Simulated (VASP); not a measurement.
# KBr (Fm-3m) in VASP: notebook

KBr is run at these levels: PBEsol; tasks: single point.

Everything below comes from runs of VASP 6.6.1. Logs are shortened: lines on timing, memory, paths and dates and some standing lists are left out, and cuts for length are marked.

**1. The cell of the first run**

It takes space group Fm-3m (No. 225, cubic). Conventional cell: a = 6.034 Å, b = 6.034 Å, c = 6.034 Å, α = 90.00°, β = 90.00°, γ = 90.00°. K (site symmetry m-3m) has 6 Br at 3.02 Å within 4.0 Å. Br (site symmetry m-3m) has 6 K at 3.02 Å within 4.0 Å.

**2. Single point, PBEsol**

Contents of INCAR:

```
ALGO = Normal
EDIFF = 1E-6
ENCUT = 520
GGA = PS
ISIF = 2
ISMEAR = 0
LASPH = True
LCHARG = False
LREAL = False
LWAVE = False
NBANDS = 15
NELM = 80
PREC = Accurate
SIGMA = 0.01
```

Contents of KPOINTS:

```
k-points
0
Gamma
  6 6 6
```

Contents of POSCAR:

```
KBr
1.0
    3.0171591557      3.0171591557      0.0000000000
   -3.0171591557      3.0171591557      0.0000000000
    0.0000000000      3.0171591557      3.0171591557
K Br
1 1
Direct
    0.0000000000      0.0000000000      0.0000000000
    0.5000000000      0.5000000000      0.0000000000
```

Potentials or basis: VASP PAW PBE potentials, release 64 (K_sv, Br).

Run with:

```sh
cat potpaw_PBE.64/K_sv/POTCAR potpaw_PBE.64/Br/POTCAR > POTCAR
mpirun -np 1 vasp_std > vasp.out
```

OUTCAR:

```text
EDIFF = 1E-6
   ENCUT = 520
   GGA = PS
   ISIF = 2
   ISMEAR = 0
   LASPH = True
   LREAL = False
   NELM = 80
   PREC = Accurate

 ion  position               nearest neighbor table
   1  0.000  0.000  0.000-   2 3.02   2 3.02   2 3.02   2 3.02   2 3.02   2 3.02
   2  0.500  0.500  0.000-   1 3.02   1 3.02   1 3.02   1 3.02   1 3.02   1 3.02

  LATTYP: Found a face centered cubic cell.
 ALAT       =     6.0343183114

  Lattice vectors:

 A1 = (   0.0000000000,   3.0171591557,   3.0171591557)
 A2 = (   3.0171591557,   0.0000000000,   3.0171591557)
 A3 = (   3.0171591557,   3.0171591557,   0.0000000000)

Analysis of symmetry for initial positions (statically):
=====================================================================
 Subroutine PRICEL returns:
 Original cell was already a primitive cell.

 Routine SETGRP: Setting up the symmetry group for a
 face centered cubic supercell.

 Subroutine GETGRP returns: Found 48 space group operations
 (whereof 48 operations were pure point group operations)
 out of a pool of 48 trial point group operations.

The static configuration has the point symmetry O_h .

Analysis of symmetry for dynamics (positions and initial velocities):
=====================================================================
 Subroutine PRICEL returns:
 Original cell was already a primitive cell.

 Routine SETGRP: Setting up the symmetry group for a
 face centered cubic supercell.

 Subroutine GETGRP returns: Found 48 space group operations
 (whereof 48 operations were pure point group operations)
 out of a pool of 48 trial point group operations.

The dynamic configuration has the point symmetry O_h .

 Subroutine INISYM returns: Found 48 space group operations
 (whereof 48 operations are pure point group operations),
 and found     1 'primitive' translations

----------------------------------------------------------------------------------------

                                     Primitive cell

  volume of cell :      54.9319

  direct lattice vectors                    reciprocal lattice vectors
     3.017159156  3.017159156  0.000000000     0.165718802  0.165718802 -0.165718802
    -3.017159156  3.017159156  0.000000000    -0.165718802  0.165718802 -0.165718802
     0.000000000  3.017159156  3.017159156     0.000000000  0.000000000  0.331437604

  length of vectors
     4.266907398  4.266907398  4.266907398     0.287033384  0.287033384  0.331437604

  position of ions in fractional coordinates (direct lattice)
     0.000000000  0.000000000  0.000000000
     0.500000000  0.500000000  0.000000000

  ion indices of the primitive-cell ions
   primitive index   ion index
                 1           1
                 2           2

----------------------------------------------------------------------------------------

 KPOINTS: k-points

Automatic generation of k-mesh.
 Grid dimensions read from file:
 generate k-points for:    6    6    6

 Generating k-lattice:

  Cartesian coordinates                     Fractional coordinates (reciprocal lattice)
     0.027619800  0.027619800 -0.027619800     0.166666667  0.000000000  0.000000000
    -0.027619800  0.027619800 -0.027619800     0.000000000  0.166666667  0.000000000
     0.000000000  0.000000000  0.055239601     0.000000000  0.000000000  0.166666667

  Length of vectors
     0.047838897  0.047838897  0.055239601

  Shift w.r.t. Gamma in fractional coordinates (k-lattice)
     0.000000000  0.000000000  0.000000000

 Subroutine IBZKPT returns following result:
 ===========================================

 Found     16 irreducible k-points:

 Following reciprocal coordinates:
            Coordinates               Weight
  0.000000  0.000000  0.000000      1.000000
  0.166667  0.000000  0.000000      8.000000
  0.333333  0.000000  0.000000      8.000000
  0.500000  0.000000  0.000000      4.000000
  0.166667  0.166667  0.000000     12.000000
  0.333333  0.166667  0.000000     24.000000
[... 8 lines left out ...]
  0.500000  0.333333  0.166667     24.000000
  0.500000  0.500000  0.166667     12.000000
   k-points           NKPTS =     16   k-points in BZ     NKDIM =     16   number of bands    NBANDS=     15
   number of dos      NEDOS =    301   number of ions     NIONS =      2
   total plane-waves  NPLWV =  32768
   dimension x,y,z NGX =    32 NGY =   32 NGZ =   32
   dimension x,y,z NGXF=    64 NGYF=   64 NGZF=   64
   ions per type =               1   1
   NGX,Y,Z   is equivalent  to a cutoff of  12.47, 12.47, 12.47 a.u.
   NGXF,Y,Z  is equivalent  to a cutoff of  24.94, 24.94, 24.94 a.u.
 SYSTEM =  unknown system
   PREC   = accura    normal or accurate (medium, high low for compatibility)
   ISTART =      0    job   : 0-new  1-cont  2-samecut
   ICHARG =      2    charge: 1-file 2-atom 10-const
   ISPIN  =      1    spin polarized calculation?
   LNONCOLLINEAR =      F non collinear calculations
   LSORBIT =      F    spin-orbit coupling
   LASPH  =      T    aspherical Exc in radial PAW
   ENCUT  =  520.0 eV  38.22 Ry    6.18 a.u.   7.93  7.93  7.93*2*pi/ulx,y,z
   NELM   =     80;   NELMIN=  2; NELMDL= -5     # of ELM steps
   EDIFF  = 0.1E-05   stopping-criterion for ELM
   LREAL  =      F    real-space projection
   EDIFFG = 0.1E-04   stopping-criterion for IOM
   NSW    =      0    number of steps for IOM
   IBRION =     -1    ionic relax: 0-MD 1-quasi-New 2-CG
   NFREE  =      0    steps in history (QN), initial steepest desc. (CG)
   ISIF   =      2    stress and relaxation
   ISYM   =      2    0-nonsym 1-usesym 2-fastsym
   POTIM  = 0.5000    time-step for ionic-motion
   TEBEG  =    0.0;   TEEND  =   0.0 temperature during run
   PSTRESS=    0.0 pullay stress
   NELECT =      16.0000    total number of electrons
   NUPDOWN=      -1.0000    fix difference up-down
   EMIN   =  10.00;   EMAX   =-10.00  energy-range for DOS
   EFERMI =   0.00;   METHOD = LEGACY
   ISMEAR =     0;   SIGMA  =   0.01  broadening in eV -4-tet -1-fermi 0-gaus
   EFERMI_NEDOS =   21; number of points for ismear=-14 and -15
   IALGO  =     38    algorithm
   IMIX   =      4    mixing-type and parameters
     AMIX     =   0.40;   BMIX     =  1.00
     AMIX_MAG =   1.60;   BMIX_MAG =  1.00
  volume/ion in A,a.u.               =      27.47       185.35
  Fermi-wavevector in a.u.,A,eV,Ry     =   1.085192  2.050716 16.022789  1.177642
  Thomas-Fermi vector in A             =   2.221300
   LORBIT       =      0    0 simple, 1 ext, 2 COOP (PROOUT), +10 PAW based schemes
   GGA     = PS    functional components
   LHFCALC =     F    Hartree Fock is set to
   AEXX    =    0.0000 exact exchange contribution
   IVDW    =     0    specifies the selected vdW correction
   LEPSILON=     F    determine dielectric tensor
   LRPA    =     F    only Hartree local field effects (RPA)
 non-spin polarized calculation
 Gauss-broadening in eV      SIGMA  =   0.01
  energy-cutoff  :      520.00
  volume of cell :       54.93
 maximum number of plane-waves:      1492
   NGX = 15   NGY = 15   NGZ = 15

 number of electron      16.0000004 magnetization

 Free energy of the ion-electron system (eV)
  ---------------------------------------------------
  ext. energy  EPLUGINS =         0.00000000
  ---------------------------------------------------
  free energy    TOTEN  =        -6.18647971 eV

  energy without entropy =       -6.18647971  energy(sigma->0) =       -6.18647971

 E-fermi :  -0.4459     XC(G=0):  -8.7259

 val. band max:       -0.5197660447   @ k =   0.0000   0.0000   0.0000
 cond. band min:       4.5545619773   @ k =   0.0000   0.0000   0.0000
 fundamental gap:      5.0743280220
 Fermi energy:        -0.4459196787

 k-point     1 :       0.0000    0.0000    0.0000
  band No.  band energies     occupation
      1     -27.6933      2.00000
      2     -13.2633      2.00000
      3     -11.2614      2.00000
      4     -11.2614      2.00000
      5     -11.2614      2.00000
      6      -0.5198      2.00000
      7      -0.5198      2.00000
      8      -0.5198      2.00000
      9       4.5546      0.00000
     10       6.8672      0.00000
     11       6.8672      0.00000
     12       6.8672      0.00000
     13       7.9128      0.00000
     14       7.9128      0.00000
     15      11.4052      0.00000

 k-point     2 :       0.1667    0.0000    0.0000
  band No.  band energies     occupation
      1     -27.6870      2.00000
      2     -13.3527      2.00000
      3     -11.2638      2.00000
      4     -11.2638      2.00000
      5     -11.1334      2.00000
      6      -1.1159      2.00000
      7      -0.7011      2.00000
      8      -0.7011      2.00000
      9       5.3812      0.00000
     10       6.8119      0.00000
     11       7.2932      0.00000
     12       7.2932      0.00000
     13       8.4772      0.00000
     14       8.4772      0.00000
     15      12.6290      0.00000

 k-point     3 :       0.3333    0.0000    0.0000
  band No.  band energies     occupation
      1     -27.6745      2.00000
      2     -13.5081      2.00000
      3     -11.2685      2.00000
      4     -11.2685      2.00000
      5     -10.8961      2.00000
      6      -2.0193      2.00000
      7      -1.0261      2.00000
      8      -1.0261      2.00000
      9       6.1584      0.00000
     10       7.8302      0.00000
     11       8.4414      0.00000
     12       8.4414      0.00000
     13       9.8648      0.00000
     14       9.8648      0.00000
     15      12.4460      0.00000
[... 199 lines left out ...]
 k-point    15 :       0.5000    0.3333    0.1667
  band No.  band energies     occupation
      1     -27.6628      2.00000
      2     -13.3431      2.00000
      3     -11.4116      2.00000
      4     -11.3730      2.00000
      5     -11.0259      2.00000
      6      -1.8018      2.00000
      7      -1.3115      2.00000
      8      -1.1864      2.00000
      9       6.8405      0.00000
     10       7.1853      0.00000
     11       9.0327      0.00000
     12       9.5211      0.00000
     13      10.5156      0.00000
     14      11.1465      0.00000
     15      11.9733      0.00000

 k-point    16 :       0.5000    0.5000    0.1667
  band No.  band energies     occupation
      1     -27.6611      2.00000
      2     -13.2075      2.00000
      3     -11.5001      2.00000
      4     -11.4135      2.00000
      5     -11.1448      2.00000
      6      -1.5047      2.00000
      7      -1.3091      2.00000
      8      -1.1568      2.00000
      9       5.7547      0.00000
     10       8.2308      0.00000
     11       8.3595      0.00000
     12       9.6594      0.00000
     13      10.2206      0.00000
     14      11.0734      0.00000
     15      12.0951      0.00000

------------------------ aborting loop because EDIFF is reached ----------------------------------------

  FORCE on cell =-STRESS in cart. coord.  units (eV):
  Direction    XX          YY          ZZ          XY          YZ          ZX
  --------------------------------------------------------------------------------------
  -------------------------------------------------------------------------------------
  Total        2.4578362      2.4578362      2.4578362      0.0000000      0.0000000     -0.0000000
  in kB       71.6867450     71.6867450     71.6867450      0.0000000      0.0000000     -0.0000000
  external PRESSURE =      71.6867450 kB  Pullay stress =       0.0000000 kB

 VOLUME and BASIS-vectors are now :
 -----------------------------------------------------------------------------
  energy-cutoff  :      520.00
  volume of cell :       54.93
      direct lattice vectors                 reciprocal lattice vectors
     3.017159156  3.017159156  0.000000000     0.165718802  0.165718802 -0.165718802
    -3.017159156  3.017159156  0.000000000    -0.165718802  0.165718802 -0.165718802
     0.000000000  3.017159156  3.017159156     0.000000000  0.000000000  0.331437604

 POSITION                                       TOTAL-FORCE (eV/Angst)
 -----------------------------------------------------------------------------------
      0.00000      0.00000      0.00000         0.000000     -0.000000      0.000000
      0.00000      3.01716      0.00000         0.000000      0.000000      0.000000
 -----------------------------------------------------------------------------------
    total drift:                                0.000000     -0.000000     -0.000000

  FREE ENERGIE OF THE ION-ELECTRON SYSTEM (eV)
  ---------------------------------------------------
  free  energy   TOTEN  =        -6.1864797133 eV

  energy  without entropy=       -6.1864797133  energy(sigma->0) =       -6.18647971
```

Wall time 6.9 s (1 thread of Intel Xeon Platinum 8488C (Sapphire Rapids), shared host); peak memory 0.18 GiB.

Results:

* Free energy: -6.1865 eV
* Pressure: 7.2 GPa
* Band gap on the k mesh: 5.07 eV, direct

Caveat: the PAW data sets were made with another functional, which shifts forces and pressure a little. A k mesh can miss the band edges.

**3. Single point, PBEsol**

This run uses another cell than the first one, of 29.67 Å³/atom, 1.080 times its volume.

Contents of INCAR:

```
PREC = Accurate
ENCUT = 520
EDIFF = 1E-6
ISMEAR = 0
SIGMA = 0.01
LREAL = F
LASPH = T
NELM = 80
ALGO = Normal
ISIF = 2
LWAVE = F
LCHARG = T
GGA = PS
LELF = T
LVHAR = T
NBANDS = 15
```

Contents of KPOINTS:

```
regular mesh
0
Gamma
  6 6 6
```

Contents of POSCAR:

```
KBr
1.0
    3.0956956165      3.0956956165      0.0000000000
   -3.0956956165      3.0956956165      0.0000000000
    0.0000000000      3.0956956165      3.0956956165
K Br
1 1
Direct
    0.0000000000      0.0000000000      0.0000000000
    0.5000000000      0.5000000000      0.0000000000
```

Potentials or basis: VASP PAW PBE potentials, release 64 (K_sv, Br).

Run with:

```sh
cat potpaw_PBE.64/K_sv/POTCAR potpaw_PBE.64/Br/POTCAR > POTCAR
mpirun -np 1 vasp_std > vasp.out
```

It took 12 s on 1 thread of Intel Xeon Platinum 8488C (Sapphire Rapids), shared host; peak memory 0.2 GiB.

The run converged. Its results:

```
Free energy            : -6.3389 eV
Pressure               : 4.1 GPa
Band gap on the k mesh : 4.81 eV, direct
```

Levels at points of the mesh, in eV from the valence-band top:
```csv
k point,band 4,band 5,band 6,band 7,band 8,band 9,band 10,band 11,band 12,band 13
"(0.00, 0.00, 0.00)",-10.83,-10.83,0.00,0.00,0.00,4.81,7.46,7.46,7.46,8.44
"(0.50, 0.00, 0.00)",-10.84,-10.45,-1.66,-0.54,-0.54,6.80,8.77,10.17,10.17,10.56
"(0.50, 0.50, 0.00)",-10.91,-10.91,-1.04,-0.36,-0.36,5.41,7.80,9.58,10.32,10.43
```

Caveat: the PAW data sets were made with another functional, which shifts forces and pressure a little. PBEsol gaps usually lie below the measured ones, often by a third to a half.

**4. Single point, PBEsol**

This run uses another cell than the first one, of 31.77 Å³/atom, 1.157 times its volume.

Contents of INCAR:

```
ALGO = Normal
EDIFF = 1E-7
ENCUT = 520
GGA = PS
ISIF = 2
ISMEAR = 0
LASPH = True
LCHARG = False
LREAL = False
LWAVE = False
NBANDS = 15
NELM = 60
PREC = Accurate
SIGMA = 0.01
```

Contents of KPOINTS:

```
k-points
0
Gamma
  6 6 6
```

Contents of POSCAR:

```
KBr
1.0
    3.1671755782      3.1671755782      0.0000000000
   -3.1671755782      3.1671755782      0.0000000000
    0.0000000000      3.1671755782      3.1671755782
K Br
1 1
Direct
    0.0000000000      0.0000000000      0.0000000000
    0.5000000000      0.5000000000      0.0000000000
```

Run with:

```sh
cat potpaw_PBE.64/K_sv/POTCAR potpaw_PBE.64/Br/POTCAR > POTCAR
mpirun -np 1 vasp_std > vasp.out
```

Wall time 11 s (1 thread of Intel Xeon Platinum 8488C (Sapphire Rapids), shared host); peak memory 0.2 GiB.

The run converged. Its results:

* Free energy: -6.4186 eV
* Pressure: 2.1 GPa
* Band gap on the k mesh: 4.61 eV, direct

Levels at points of the mesh, in eV from the valence-band top:
| k point | band 4 | band 5 | band 6 | band 7 | band 8 | band 9 | band 10 | band 11 | band 12 | band 13 |
| --- | --- | --- | --- | --- | --- | --- | --- | --- | --- | --- |
| (0.00, 0.00, 0.00) | -10.93 | -10.93 | 0.00 | 0.00 | 0.00 | 4.61 | 7.50 | 7.50 | 7.50 | 8.43 |
| (0.50, 0.00, 0.00) | -10.94 | -10.61 | -1.48 | -0.46 | -0.46 | 6.67 | 8.55 | 10.02 | 10.02 | 10.35 |
| (0.50, 0.50, 0.00) | -10.99 | -10.99 | -0.96 | -0.34 | -0.34 | 5.55 | 7.54 | 9.51 | 10.03 | 10.07 |

Caveat: the PAW data sets were made with another functional, which shifts forces and pressure a little.

**5. Single point, PBEsol**

This run uses another cell than the first one, of 43.77 Å³/atom, 1.594 times its volume.

Contents of INCAR:

```
PREC = Accurate ; ENCUT = 520
EDIFF = 1E-6 ; ISMEAR = 0
SIGMA = 0.01 ; LREAL = False
LASPH = True ; NELM = 60
ALGO = Normal ; ISIF = 2
LWAVE = False ; LCHARG = False
GGA = PS ; NBANDS = 15
```

Contents of KPOINTS:

```
Automatic mesh
0
Gamma
  6 6 6
```

Contents of POSCAR:

```
KBr
1.0
    3.5241931963      3.5241931963      0.0000000000
   -3.5241931963      3.5241931963      0.0000000000
    0.0000000000      3.5241931963      3.5241931963
K Br
1 1
Direct
    0.0000000000      0.0000000000      0.0000000000
    0.5000000000      0.5000000000      0.0000000000
```

Run with:

```sh
cat potpaw_PBE.64/K_sv/POTCAR potpaw_PBE.64/Br/POTCAR > POTCAR
mpirun -np 1 vasp_std > vasp.out
```

Wall time 18 s (1 thread of Intel Xeon Platinum 8488C (Sapphire Rapids), shared host); peak memory 0.24 GiB.

It converged, with:

- Free energy: -6.3325 eV
- Pressure: -2.0 GPa
- Band gap on the k mesh: 3.86 eV, direct

Levels at points of the mesh, in eV from the valence-band top:
| k point | band 6 | band 7 | band 8 | band 9 | band 10 | band 11 |
| --- | --- | --- | --- | --- | --- | --- |
| (0.00, 0.00, 0.00) | 0.00 | 0.00 | 0.00 | 3.86 | 7.45 | 7.45 |
| (0.50, 0.00, 0.00) | -0.86 | -0.21 | -0.21 | 6.05 | 7.38 | 9.18 |
| (0.50, 0.50, 0.00) | -0.63 | -0.22 | -0.22 | 5.92 | 6.44 | 8.36 |

Caveat: the PAW data sets were made with another functional, which shifts forces and pressure a little.

**6. Summary**

| cell | gap on the mesh (eV) | pressure (GPa) |
| --- | --- | --- |
| a = 4.267 Å, angles 60.0, 60.0, 90.0°, 2 atoms | 5.07 | 7.2 |
| a = 4.378 Å, angles 60.0, 60.0, 90.0°, 2 atoms | 4.81 | 4.1 |
| a = 4.479 Å, angles 60.0, 60.0, 90.0°, 2 atoms | 4.61 | 2.1 |
| a = 4.984 Å, angles 60.0, 60.0, 90.0°, 2 atoms | 3.86 | -2.0 |

Alike in all rows: task single point; level PBEsol; potentials or basis VASP PAW PBE potentials, release 64 (K_sv, Br); no spin polarisation; k mesh 6 × 6 × 6; cutoff (eV) 520; smearing gaussian 0.01 eV.

Caveats: the PAW data sets were made with another functional, which shifts forces and pressure a little.

Total energies depend on the potentials used, so only differences within one code and one set of settings carry meaning.
